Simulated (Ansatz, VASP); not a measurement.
# Two plane-wave programs on WS2

```
W S
1.0
     3.14578    0.00000    0.00000
    -1.57289    2.72432    0.00000
     0.00000    0.00000   16.95342
W S
1 2
Direct
  0.31498 0.62996 0.00000
  0.66667 0.33333 0.90758
  0.66667 0.33333 0.09242
```

Alike in both runs: task single point; functional PBEsol; k mesh 12 × 12 × 2; occupations gaussian, width 0.05 eV; no spin polarisation.

|  | VASP | Ansatz |
| --- | --- | --- |
| version | VASP 6.6.1 | Ansatz 0.2.0 |
| potentials or method | VASP PAW PBE potentials, release 64 (W_sv, S), cutoff 520 eV | scalar-relativistic, plane waves, PAW |
| valence electrons in the cell | 26 | 26 |

VASP gave:

| Item | Value |
| --- | --- |
| gap on the k mesh at the Fermi level (eV) | 1.92 |
| least direct gap on the mesh (eV) | 1.93 |
| rms of the force components (eV/Å) | 0.877 |

Problem. What did Ansatz give for the same quantities?

Solution. gap on the k mesh at the Fermi level (eV): 1.92; least direct gap on the mesh (eV): 1.92; rms of the force components (eV/Å): 0.875.

VASP's potentials were made for PBE, not for PBEsol. Atom by atom the forces differ by 0.011 eV/Å (rms over components). Ansatz's warnings: xc potential rough in thin density.

Neither program's run includes spin-orbit coupling.
